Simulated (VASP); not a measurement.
Write the native input for VASP 6.6.1 that does the following.

| Quantity | Value |
| --- | --- |
| Task | single point |
| Functional | PBEsol |
| Dispersion | D3(BJ) |
| Potentials or basis | VASP PAW PBE potentials, release 64 (Hg) |
| Cutoff | 520 eV |
| k mesh | 18 × 18 × 10 |
| Occupations | gaussian, width 0.15 eV |
| Spin | no spin polarisation |
| Dipole correction | no |
| Further INCAR settings | ALGO = Fast; EDIFF = 1e-06; NBANDS = 19 |

The structure of Hg lies in POSCAR:

```
Hg
1.0
    3.0752000000      0.0000000000      0.0000000000
   -1.5376000000      2.6632013217      0.0000000000
    0.0000000000      0.0000000000      5.7834000000
Hg
2
Direct
    0.6666666667      0.3333333333      0.7500000000
    0.3333333333      0.6666666667      0.2500000000
```

These files were run (other wordings do the same):

INCAR

```
  ALGO = Fast
  EDIFF = 1E-6
  ENCUT = 520
  GGA = PS
  ISIF = 2
  ISMEAR = 0
  IVDW = 12
  LASPH = T
  LCHARG = T
  LELF = T
  LREAL = F
  LVHAR = T
  LWAVE = F
  NBANDS = 19
  NELM = 100
  PREC = Accurate
  SIGMA = 0.15
```

KPOINTS

```
k-points
0
Gamma
  18 18 10
```

Potentials or basis: VASP PAW PBE potentials, release 64 (Hg).

The run is started by

```sh
$ cat potpaw_PBE.64/Hg/POTCAR > POTCAR
$ mpirun -np 1 vasp_std > vasp.out
```

Results of the run:

```yaml
Pressure: -2.7 GPa
Band_gap_on_the_k_mesh: zero (bands 12 and 13 overlap by 2.50 eV)
Dispersion_energy_per_atom: -0.421 eV
```

Caveat: the PAW data sets were made with another functional, which shifts forces and pressure a little; spin-orbit coupling is left out, which moves the levels of the heavy elements.

Run time: 3.7 min on 1 thread of Oxide Virtual Turin-like Processor, on a shared host, peak memory 0.26 GiB.
